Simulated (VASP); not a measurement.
Set up this calculation in VASP 6.6.1, as the native input.

```yaml
Task: single point
Functional: PBEsol
Potentials_or_basis: VASP PAW PBE potentials, release 64 (Ti_sv, Co)
Cutoff: 520 eV
k_mesh: 12 × 12 × 12
Occupations: gaussian, width 0.05 eV
Spin: collinear spin, ferrimagnetic start
Starting_moments: "[-0.02, 0.98] μB"
Dipole_correction: no
Further_INCAR_settings: ALGO = Normal; EDIFF = 1e-06; NBANDS = 22
```

The structure of TiCo lies in POSCAR:

```
TiCo
1.0
    2.9861109900      0.0000000000      0.0000000000
    0.0000000000      2.9861109900      0.0000000000
    0.0000000000      0.0000000000      2.9861109900
Ti Co
1 1
Direct
    0.0000000000      0.0000000000      0.0000000000
    0.5000000000      0.5000000000      0.5000000000
```

The input as run:

INCAR

```
SYSTEM = TiCo
  PREC = Accurate
  ENCUT = 520
  EDIFF = 1E-6
  ISMEAR = 0
  SIGMA = 0.05
  LREAL = .FALSE.
  LASPH = .TRUE.
  NELM = 150
  ALGO = Normal
  ISIF = 2
  LWAVE = .FALSE.
  LCHARG = .FALSE.
  ISPIN = 2
  MAGMOM = -0.02 0.98
  LORBIT = 11
  LMAXMIX = 4
  GGA = PS
  NBANDS = 22
```

KPOINTS

```
regular mesh
0
G
  12 12 12
  0 0 0
```

Potentials or basis: VASP PAW PBE potentials, release 64 (Ti_sv, Co).

Launch:

```bash
$ cat potpaw_PBE.64/Ti_sv/POTCAR potpaw_PBE.64/Co/POTCAR > POTCAR
$ mpirun -np 1 vasp_std > vasp.out
```

It gave:

| Quantity | Value |
| --- | --- |
| Pressure | -8.4 GPa |
| Net moment | 0.73 μB per cell |
| Site moments | Ti -0.03; Co +0.79 μB |
| Valence electrons inside the program's atomic spheres | Ti 10.29; Co 8.29 |

Caveat: the PAW data sets were made with another functional, which shifts forces and pressure a little.

Wall time 95 s on 1 thread of AMD EPYC 7R43 64-Core Processor (Zen 3) (shared host), peak memory 0.17 GiB.
